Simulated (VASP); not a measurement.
# Ir (Pm-3n) in VASP: single point with PBEsol

Aim: the single point of Ir with PBEsol.

Program: VASP 6.6.1. These are calculated values, not measurements. Logs are shortened: lines on timing, memory, paths and dates and some standing lists are left out, and cuts for length are marked.

## (1) The cell of the first run

It takes space group Pm-3n (No. 223, cubic). Conventional cell: a = 4.877 Å, b = 4.877 Å, c = 4.877 Å, α = 90.00°, β = 90.00°, γ = 90.00°. Within 3.6 Å of Ir (site symmetry m-3) lie 12 Ir at 2.73 Å. Ir (site symmetry -4m2) has 14 Ir at 2.44 to 2.99 Å within 3.2 Å.

## (2) Single point, PBEsol

Input file INCAR:

```
PREC = Accurate
ENCUT = 560
EDIFF = 1E-6
ISMEAR = 0
SIGMA = 0.1
LREAL = False
LASPH = True
NELM = 120
ALGO = Normal
ISIF = 2
LWAVE = False
LCHARG = True
GGA = PS
LELF = True
LVHAR = True
NBANDS = 78
GGA_COMPAT = False
```

Input file KPOINTS:

```
regular mesh
0
Gamma
  4 4 4
```

Input file POSCAR:

```
Ir
1.0
    4.8773957365      0.0000000000      0.0000000000
    0.0000000000      4.8773957365      0.0000000000
    0.0000000000      0.0000000000      4.8773957365
Ir
8
Direct
    0.5000000000      0.5000000000      0.5000000000
    0.0000000000      0.0000000000      0.0000000000
    0.2500000000      0.0000000000      0.5000000000
    0.5000000000      0.2500000000      0.0000000000
    0.5000000000      0.7500000000      0.0000000000
    0.7500000000      0.0000000000      0.5000000000
    0.0000000000      0.5000000000      0.7500000000
    0.0000000000      0.5000000000      0.2500000000
```

Potentials or basis: VASP PAW PBE potentials, release 64 (Ir_sv_GW).

The run is started by

```console
$ cat potpaw_PBE.64/Ir_sv_GW/POTCAR > POTCAR
$ mpirun -np 1 vasp_std > vasp.out
```

OUTCAR:

```text
PREC = Accurate
   ENCUT = 560
   EDIFF = 1E-6
   ISMEAR = 0
   LREAL = False
   LASPH = True
   NELM = 120
   ISIF = 2
   GGA = PS

 ion  position               nearest neighbor table
   1  0.500  0.500  0.500-   3 2.73   4 2.73   5 2.73   6 2.73   7 2.73   8 2.73   4 2.73   5 2.73
                             3 2.73   6 2.73   7 2.73   8 2.73
   2  0.000  0.000  0.000-   3 2.73   4 2.73   5 2.73   6 2.73   7 2.73   8 2.73   3 2.73   6 2.73
                             7 2.73   8 2.73   4 2.73   5 2.73
   3  0.250  0.000  0.500-   6 2.44   6 2.44   1 2.73   2 2.73   1 2.73   2 2.73   4 2.99   5 2.99
                             4 2.99   5 2.99   8 2.99   7 2.99   8 2.99   7 2.99
   4  0.500  0.250  0.000-   5 2.44   5 2.44   1 2.73   1 2.73   2 2.73   2 2.73   3 2.99   6 2.99
                             6 2.99   3 2.99   8 2.99   7 2.99   7 2.99   8 2.99
   5  0.500  0.750  0.000-   4 2.44   4 2.44   1 2.73   1 2.73   2 2.73   2 2.73   3 2.99   6 2.99
                             6 2.99   3 2.99   8 2.99   7 2.99   7 2.99   8 2.99
   6  0.750  0.000  0.500-   3 2.44   3 2.44   1 2.73   2 2.73   1 2.73   2 2.73   4 2.99   5 2.99
                             5 2.99   4 2.99   8 2.99   7 2.99   8 2.99   7 2.99
   7  0.000  0.500  0.750-   8 2.44   8 2.44   1 2.73   2 2.73   2 2.73   1 2.73   3 2.99   4 2.99
                             5 2.99   3 2.99   6 2.99   6 2.99   4 2.99   5 2.99
   8  0.000  0.500  0.250-   7 2.44   7 2.44   1 2.73   2 2.73   2 2.73   1 2.73   3 2.99   4 2.99
                             5 2.99   3 2.99   6 2.99   6 2.99   4 2.99   5 2.99

  LATTYP: Found a simple cubic cell.
 ALAT       =     4.8773957365

  Lattice vectors:

 A1 = (   4.8773957365,   0.0000000000,   0.0000000000)
 A2 = (   0.0000000000,   4.8773957365,   0.0000000000)
 A3 = (   0.0000000000,   0.0000000000,   4.8773957365)

Analysis of symmetry for initial positions (statically):
=====================================================================
 Subroutine PRICEL returns:
 Original cell was already a primitive cell.

 Routine SETGRP: Setting up the symmetry group for a
 simple cubic supercell.

 Subroutine GETGRP returns: Found 48 space group operations
 (whereof 24 operations were pure point group operations)
 out of a pool of 48 trial point group operations.

The static configuration has the point symmetry T_h .
 The point group associated with its full space group is O_h .

Analysis of symmetry for dynamics (positions and initial velocities):
=====================================================================
 Subroutine PRICEL returns:
 Original cell was already a primitive cell.

 Routine SETGRP: Setting up the symmetry group for a
 simple cubic supercell.

 Subroutine GETGRP returns: Found 48 space group operations
 (whereof 24 operations were pure point group operations)
 out of a pool of 48 trial point group operations.

The dynamic configuration has the point symmetry T_h .
 The point group associated with its full space group is O_h .

 Subroutine INISYM returns: Found 48 space group operations
 (whereof 24 operations are pure point group operations),
 and found     1 'primitive' translations

----------------------------------------------------------------------------------------

                                     Primitive cell

  volume of cell :     116.0283

  direct lattice vectors                    reciprocal lattice vectors
     4.877395736  0.000000000  0.000000000     0.205027448  0.000000000  0.000000000
     0.000000000  4.877395736  0.000000000     0.000000000  0.205027448  0.000000000
     0.000000000  0.000000000  4.877395736     0.000000000  0.000000000  0.205027448

  length of vectors
     4.877395736  4.877395736  4.877395736     0.205027448  0.205027448  0.205027448

  position of ions in fractional coordinates (direct lattice)
     0.500000000  0.500000000  0.500000000
     0.000000000  0.000000000  0.000000000
     0.250000000  0.000000000  0.500000000
     0.500000000  0.250000000  0.000000000
     0.500000000  0.750000000  0.000000000
     0.750000000  0.000000000  0.500000000
     0.000000000  0.500000000  0.750000000
     0.000000000  0.500000000  0.250000000

  ion indices of the primitive-cell ions
   primitive index   ion index
                 1           1
                 2           2
                 3           3
                 4           4
                 5           5
                 6           6
                 7           7
                 8           8

----------------------------------------------------------------------------------------

 KPOINTS: regular mesh

Automatic generation of k-mesh.
 Grid dimensions read from file:
 generate k-points for:    4    4    4

 Generating k-lattice:

  Cartesian coordinates                     Fractional coordinates (reciprocal lattice)
     0.051256862  0.000000000  0.000000000     0.250000000  0.000000000  0.000000000
     0.000000000  0.051256862  0.000000000     0.000000000  0.250000000  0.000000000
     0.000000000  0.000000000  0.051256862     0.000000000  0.000000000  0.250000000

  Length of vectors
     0.051256862  0.051256862  0.051256862

  Shift w.r.t. Gamma in fractional coordinates (k-lattice)
     0.000000000  0.000000000  0.000000000

 Subroutine IBZKPT returns following result:
 ===========================================

 Found     10 irreducible k-points:

 Following reciprocal coordinates:
            Coordinates               Weight
  0.000000  0.000000  0.000000      1.000000
  0.250000  0.000000  0.000000      6.000000
  0.500000  0.000000  0.000000      3.000000
  0.250000  0.250000  0.000000     12.000000
  0.500000  0.250000  0.000000     12.000000
  0.500000  0.500000  0.000000      3.000000
  0.250000  0.250000  0.250000      8.000000
  0.500000  0.250000  0.250000     12.000000
  0.500000  0.500000  0.250000      6.000000
  0.500000  0.500000  0.500000      1.000000
   k-points           NKPTS =     10   k-points in BZ     NKDIM =     10   number of bands    NBANDS=     78
   number of dos      NEDOS =    301   number of ions     NIONS =      8
   total plane-waves  NPLWV =  64000
   dimension x,y,z NGX =    40 NGY =   40 NGZ =   40
   dimension x,y,z NGXF=    80 NGYF=   80 NGZF=   80
   ions per type =               8
   NGX,Y,Z   is equivalent  to a cutoff of  13.63, 13.63, 13.63 a.u.
   NGXF,Y,Z  is equivalent  to a cutoff of  27.27, 27.27, 27.27 a.u.
 SYSTEM =  unknown system
   PREC   = accura    normal or accurate (medium, high low for compatibility)
   ISTART =      0    job   : 0-new  1-cont  2-samecut
   ICHARG =      2    charge: 1-file 2-atom 10-const
   ISPIN  =      1    spin polarized calculation?
   LNONCOLLINEAR =      F non collinear calculations
   LSORBIT =      F    spin-orbit coupling
   LASPH  =      T    aspherical Exc in radial PAW
   ENCUT  =  560.0 eV  41.16 Ry    6.42 a.u.   9.41  9.41  9.41*2*pi/ulx,y,z
   NELM   =    120;   NELMIN=  2; NELMDL= -5     # of ELM steps
   EDIFF  = 0.1E-05   stopping-criterion for ELM
   LREAL  =      F    real-space projection
   EDIFFG = 0.1E-04   stopping-criterion for IOM
   NSW    =      0    number of steps for IOM
   IBRION =     -1    ionic relax: 0-MD 1-quasi-New 2-CG
   NFREE  =      0    steps in history (QN), initial steepest desc. (CG)
   ISIF   =      2    stress and relaxation
   ISYM   =      2    0-nonsym 1-usesym 2-fastsym
   POTIM  = 0.5000    time-step for ionic-motion
   TEBEG  =    0.0;   TEEND  =   0.0 temperature during run
   PSTRESS=    0.0 pullay stress
   NELECT =     136.0000    total number of electrons
   NUPDOWN=      -1.0000    fix difference up-down
   EMIN   =  10.00;   EMAX   =-10.00  energy-range for DOS
   EFERMI =   0.00;   METHOD = LEGACY
   ISMEAR =     0;   SIGMA  =   0.10  broadening in eV -4-tet -1-fermi 0-gaus
   EFERMI_NEDOS =   21; number of points for ismear=-14 and -15
   IALGO  =     38    algorithm
   IMIX   =      4    mixing-type and parameters
     AMIX     =   0.40;   BMIX     =  1.00
     AMIX_MAG =   1.60;   BMIX_MAG =  1.00
  volume/ion in A,a.u.               =      14.50        97.87
  Fermi-wavevector in a.u.,A,eV,Ry     =   1.726102  3.261860 40.537584  2.979428
  Thomas-Fermi vector in A             =   2.801477
   LORBIT       =      0    0 simple, 1 ext, 2 COOP (PROOUT), +10 PAW based schemes
   GGA     = PS    functional components
   LHFCALC =     F    Hartree Fock is set to
   AEXX    =    0.0000 exact exchange contribution
   IVDW    =     0    specifies the selected vdW correction
   LEPSILON=     F    determine dielectric tensor
   LRPA    =     F    only Hartree local field effects (RPA)
 non-spin polarized calculation
 Gauss-broadening in eV      SIGMA  =   0.10
  energy-cutoff  :      560.00
  volume of cell :      116.03
 maximum number of plane-waves:      3532
 NGX is ok and might be reduce to    40
   NGX = 19   NGY = 19   NGZ = 19

 number of electron     135.9999997 magnetization

 Free energy of the ion-electron system (eV)
  ---------------------------------------------------
  ext. energy  EPLUGINS =         0.00000000
  ---------------------------------------------------
  free energy    TOTEN  =       -78.54870616 eV

  energy without entropy =      -78.48259753  energy(sigma->0) =      -78.51565184

 E-fermi :  12.3650     XC(G=0): -14.5170

 val. band max:       12.3401669542   @ k =   0.2500   0.2500   0.2500
 cond. band min:      12.3685514529   @ k =   0.5000   0.5000   0.2500
 fundamental gap:      0.0283844987
 Fermi energy:        12.3649925461

 k-point     1 :       0.0000    0.0000    0.0000
  band No.  band energies     occupation
      1     -80.7031      2.00000
      2     -80.6967      2.00000
      3     -80.4730      2.00000
      4     -80.4618      2.00000
      5     -80.4618      2.00000
      6     -80.3761      2.00000
[... 70 lines left out ...]
     77      16.6436      0.00000
     78      16.6439      0.00000

 k-point     2 :       0.2500    0.0000    0.0000
  band No.  band energies     occupation
      1     -80.7017      2.00000
      2     -80.6978      2.00000
      3     -80.4704      2.00000
      4     -80.4642      2.00000
      5     -80.4516      2.00000
      6     -80.3897      2.00000
[... 70 lines left out ...]
     77      16.0625      0.00000
     78      16.5698      0.00000

 k-point     3 :       0.5000    0.0000    0.0000
  band No.  band energies     occupation
      1     -80.6993      2.00000
      2     -80.6993      2.00000
      3     -80.4675      2.00000
      4     -80.4675      2.00000
      5     -80.4211      2.00000
      6     -80.4211      2.00000
[... 70 lines left out ...]
     77      15.7753      0.00000
     78      15.7753      0.00000

 k-point     4 :       0.2500    0.2500    0.0000
  band No.  band energies     occupation
      1     -80.7004      2.00000
      2     -80.6979      2.00000
      3     -80.4679      2.00000
      4     -80.4560      2.00000
      5     -80.4498      2.00000
      6     -80.3903      2.00000
[... 70 lines left out ...]
     77      16.0044      0.00000
     78      16.1241      0.00000

 k-point     5 :       0.5000    0.2500    0.0000
  band No.  band energies     occupation
      1     -80.6986      2.00000
      2     -80.6986      2.00000
      3     -80.4674      2.00000
      4     -80.4545      2.00000
      5     -80.4213      2.00000
      6     -80.4212      2.00000
[... 70 lines left out ...]
     77      15.5404      0.00000
     78      16.4289      0.00000

 k-point     6 :       0.5000    0.5000    0.0000
  band No.  band energies     occupation
      1     -80.6984      2.00000
      2     -80.6984      2.00000
      3     -80.4679      2.00000
      4     -80.4285      2.00000
      5     -80.4218      2.00000
      6     -80.4218      2.00000
[... 70 lines left out ...]
     77      14.6237      0.00000
     78      16.3179      0.00000

 k-point     7 :       0.2500    0.2500    0.2500
  band No.  band energies     occupation
      1     -80.6995      2.00000
      2     -80.6977      2.00000
      3     -80.4589      2.00000
      4     -80.4511      2.00000
      5     -80.4511      2.00000
      6     -80.3903      2.00000
[... 70 lines left out ...]
     77      15.9213      0.00000
     78      15.9213      0.00000

 k-point     8 :       0.5000    0.2500    0.2500
  band No.  band energies     occupation
      1     -80.6982      2.00000
      2     -80.6982      2.00000
      3     -80.4544      2.00000
      4     -80.4544      2.00000
      5     -80.4217      2.00000
      6     -80.4217      2.00000
[... 70 lines left out ...]
     77      14.6250      0.00000
     78      14.6250      0.00000

 k-point     9 :       0.5000    0.5000    0.2500
  band No.  band energies     occupation
      1     -80.6978      2.00000
      2     -80.6978      2.00000
      3     -80.4544      2.00000
      4     -80.4263      2.00000
      5     -80.4219      2.00000
      6     -80.4219      2.00000
[... 70 lines left out ...]
     77      14.0868      0.00000
     78      15.4183      0.00000

 k-point    10 :       0.5000    0.5000    0.5000
  band No.  band energies     occupation
      1     -80.6972      2.00000
      2     -80.6972      2.00000
      3     -80.4221      2.00000
      4     -80.4221      2.00000
      5     -80.4221      2.00000
      6     -80.4221      2.00000
[... 70 lines left out ...]
     77      13.4208      0.00000
     78      13.4444      0.00000

------------------------ aborting loop because EDIFF is reached ----------------------------------------

  FORCE on cell =-STRESS in cart. coord.  units (eV):
  Direction    XX          YY          ZZ          XY          YZ          ZX
  --------------------------------------------------------------------------------------
  -------------------------------------------------------------------------------------
  Total        0.9646563      0.9646563      0.9646563      0.0000000      0.0000000      0.0000000
  in kB       13.3204596     13.3204596     13.3204596      0.0000000      0.0000000      0.0000000
  external PRESSURE =      13.3204596 kB  Pullay stress =       0.0000000 kB

 VOLUME and BASIS-vectors are now :
 -----------------------------------------------------------------------------
  energy-cutoff  :      560.00
  volume of cell :      116.03
      direct lattice vectors                 reciprocal lattice vectors
     4.877395736  0.000000000  0.000000000     0.205027448  0.000000000  0.000000000
     0.000000000  4.877395736  0.000000000     0.000000000  0.205027448  0.000000000
     0.000000000  0.000000000  4.877395736     0.000000000  0.000000000  0.205027448

 POSITION                                       TOTAL-FORCE (eV/Angst)
 -----------------------------------------------------------------------------------
      2.43870      2.43870      2.43870        -0.000000     -0.000000     -0.000000
      0.00000      0.00000      0.00000        -0.000000     -0.000000     -0.000000
      1.21935      0.00000      2.43870        -0.000000      0.000000      0.000000
      2.43870      1.21935      0.00000         0.000000      0.000000      0.000000
      2.43870      3.65805      0.00000         0.000000     -0.000000     -0.000000
      3.65805      0.00000      2.43870         0.000000      0.000000      0.000000
      0.00000      2.43870      3.65805         0.000000     -0.000000     -0.000000
      0.00000      2.43870      1.21935        -0.000000      0.000000      0.000000
 -----------------------------------------------------------------------------------
    total drift:                                0.000000     -0.000000      0.000000

  FREE ENERGIE OF THE ION-ELECTRON SYSTEM (eV)
  ---------------------------------------------------
  free  energy   TOTEN  =       -78.5487061583 eV

  energy  without entropy=      -78.4825975287  energy(sigma->0) =      -78.51565184
```

Run time: 64 s. Hardware: 1 thread of Intel Xeon 6975P-C (Granite Rapids), shared host; peak memory 0.26 GiB.

What came out:

```
Free energy            : -78.5487 eV
Pressure               : 1.3 GPa
Band gap on the k mesh : zero (bands 68 and 69 overlap by 0.54 eV)
```

Caveat: the PAW data sets were made with another functional, which shifts forces and pressure a little; spin-orbit coupling is left out, which moves the levels of the heavy elements.

The gap in the log of VASP goes by the Fermi energy; the results here count the filled bands.